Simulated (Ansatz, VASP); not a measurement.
**Ge: VASP beside Ansatz**

INCAR

```
PREC = Accurate ; ENCUT = 520
EDIFF = 1E-6 ; ISMEAR = -1
SIGMA = 0.05 ; LREAL = F
LASPH = T ; NELM = 60
ALGO = Normal ; ISIF = 2
LWAVE = F ; LCHARG = F
GGA = RE ; NBANDS = 13
```

The input KPOINTS:

```
regular mesh
0
Gamma
  12 12 12
```

File POSCAR:

```
Ge
1.0
   -1.6084200000      1.6084200000      1.8731800000
    1.6084200000     -1.6084200000      1.8731800000
    1.6084200000      1.6084200000     -1.8731800000
Ge
1
Direct
    0.5000000000      0.5000000000      0.0000000000
```

input.yaml

```yaml
crystal:
  lattice:
    - [-1.60842, 1.60842, 1.87318]
    - [1.60842, -1.60842, 1.87318]
    - [1.60842, 1.60842, -1.87318]
  atoms:
    - { symbol: Ge, position: [0.5, 0.5, 0.0] }
hamiltonian:
  xc: revpbe
  pseudopotentials: { kind: paw }
kpoints:
  mp_grid: { grid: [12, 12, 12] }
  band_path:
    path:
      - [[0.0, 0.0, 0.0], [0.0, 0.0, 0.5], [-0.3686463256, 0.3686463256, 0.5], [-0.4343231628, 0.4343231628, 0.4343231628], [0.0, 0.0, 0.0], [0.5, 0.5, -0.5], [0.4343231628, 0.5656768372, -0.4343231628], [0.0, 0.5, 0.0], [0.25, 0.25, 0.25], [0.5, 0.5, -0.3686463256], [0.5, 0.5, -0.5]]
      - [[0.0, 0.0, 0.5], [0.25, 0.25, 0.25]]
    npoints: 14
scf:
  occupations: { method: fermi_dirac, width: 0.05 }
  n_extra_bands: 6
output:
  forces: true
  stress: true
  eigenvalues: true
  fatbands: false
  write_density: true
  write_potential: true
  elf: true
  volumetric_format: npy
```

Alike in both runs: functional revPBE; k mesh 12 × 12 × 12; occupations fermi-dirac, width 0.05 eV; no spin polarisation.

|  | VASP | Ansatz |
| --- | --- | --- |
| version | VASP 6.6.1 | Ansatz 0.2.0 |
| potentials or method | VASP PAW PBE potentials, release 64 (Ge_d) | Ansatz PAW |
| plane-wave cutoff (eV) | 520 | 420 |
| valence electrons in the cell | 14 | 14 |
| task | single point | band structure |

```tsv
	VASP	Ansatz	Ansatz less VASP
gap on the k mesh at the Fermi level (eV)	none	none	-
pressure (GPa)	1.6	1.7	+0.08
traceless stress, the component that is largest in VASP (GPa)	0.41	0.41	-0.004
```

VASP's potentials were made for PBE, not for revPBE. A gap of «none» marks a metal or a gap that the smearing closes. The functional is the same, so the differences come from potentials, cutoffs and numerics.
